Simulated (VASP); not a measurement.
MgZn3:

```
CELL_PARAMETERS angstrom
3.96629 0.00000 0.00000
0.00000 3.96629 0.00000
0.00000 0.00000 3.96629
ATOMIC_POSITIONS crystal
Mg 0.00000 0.00000 0.00000
Zn 0.50000 0.50000 0.00000
Zn 0.00000 0.50000 0.50000
Zn 0.50000 0.00000 0.50000
```

* Program: VASP 6.6.1
* Task: relaxation of cell and atoms
* Functional: LDA
* Potentials or basis: VASP PAW LDA potentials, release 64 (Mg, Zn)
* Cutoff: 600 eV
* k mesh: 7 × 7 × 7
* Occupations: gaussian, width 0.1 eV
* Spin: no spin polarisation

At the start: pressure -3.7 GPa; volume 15.60 Å³/atom.

Q: Where does the relaxation end?

A: Over 3 steps the energy falls by 10.5 meV/atom and the volume is 14.75 Å³/atom (-5.4 %); space group Pm-3m (No. 221, to 0.05 Å).

Step by step:
| step | energy change (eV) | largest force (eV/Å) | pressure (GPa) | volume (Å³) |
| --- | --- | --- | --- | --- |
| 1 | 0.0000 | 0.0000 | -3.72 | 62.40 |
| 2 | -0.0417 | 0.0000 | -0.24 | 59.18 |
| 3 | -0.0418 | 0.0000 | -0.02 | 59.00 |

Final structure:
```
Mg Zn
1.0
     3.89304    0.00000    0.00000
     0.00000    3.89304    0.00000
     0.00000    0.00000    3.89304
Mg Zn
1 3
Direct
  0.00000 0.00000 0.00000
  0.50000 0.50000 0.00000
  0.00000 0.50000 0.50000
  0.50000 0.00000 0.50000
```
